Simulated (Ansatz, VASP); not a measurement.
**Two plane-wave programs on Cu2P3**

```
Cu P
1.0
     1.69611    0.97925    7.86231
    -1.69611    0.97925    7.86231
     0.00000   -1.95849    7.86231
Cu P
2 3
Direct
  0.40000 0.40000 0.40000
  0.60000 0.60000 0.60000
  0.00000 0.00000 0.00000
  0.20950 0.20950 0.20950
  0.79050 0.79050 0.79050
```

Alike in both runs: task single point; functional PBE; k mesh 6 × 6 × 6; occupations gaussian, width 0.1 eV; no spin polarisation.

|  | VASP | Ansatz |
| --- | --- | --- |
| version | VASP 6.6.1 | Ansatz 0.2.0 |
| potentials or method | VASP PAW PBE potentials, release 64 (Cu, P), cutoff 520 eV | scalar-relativistic, plane waves, PAW |
| valence electrons in the cell | 37 | 53 |

```csv
,VASP,Ansatz,Ansatz less VASP
gap on the k mesh at the Fermi level (eV),none,none,-
pressure (GPa),-6.6,-6.8,-0.16
"traceless stress, the component that is largest in VASP (GPa)",-2.07,-2.07,-0.002
rms of the force components (eV/Å),0.342,0.321,-0.0208
```

Atom by atom the forces differ by 0.021 eV/Å (rms over components). A gap of «none» marks a metal or a gap that the smearing closes. The functional is the same, so the differences come from potentials, cutoffs and numerics. VASP's potentials hold 37 valence electrons a cell and Ansatz's 53, so a difference there can come from the potentials and not from the codes.
